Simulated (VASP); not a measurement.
PIr2, 3 atoms in the cell. It takes space group Fm-3m (No. 225, cubic). Conventional cell: a = 5.535 Å, b = 5.535 Å, c = 5.535 Å, α = 90.00°, β = 90.00°, γ = 90.00°. Within 3.2 Å of P (site symmetry m-3m) lie 8 Ir at 2.40 Å. Ir (site symmetry -43m) has 4 P at 2.40 Å and 6 Ir at 2.77 Å within 3.2 Å. 

| Quantity | Value |
| --- | --- |
| Program | VASP 6.6.1 |
| Task | electric field gradients |
| Functional | LDA |
| Potentials or basis | VASP PAW LDA potentials, release 64 (P, Ir) |
| Cutoff | 520 eV |
| k mesh | 11 × 11 × 11 |
| Occupations | fermi-dirac, width 0.05 eV |
| Spin | no spin polarisation |
| Dipole correction | no |
| Further INCAR settings | ALGO = Normal; EDIFF = 1e-08; NBANDS = 18 |

Potentials or basis: VASP PAW LDA potentials, release 64 (P, Ir).

Run with:

```bash
$ cat potpaw_LDA.64/P/POTCAR potpaw_LDA.64/Ir/POTCAR > POTCAR
$ mpirun -np 1 vasp_std > vasp.out
```

Hardware: 1 thread of Intel(R) Xeon(R) Platinum 8259CL CPU @ 2.50GHz (Skylake/Cascade Lake), on a shared host.

Q: Estimate the wall time of this run.

A: It took 52 s on 1 thread of Intel(R) Xeon(R) Platinum 8259CL CPU @ 2.50GHz (Skylake/Cascade Lake) (shared host), peak memory 0.18 GiB. Counts: scf iterations 14, k points 56.
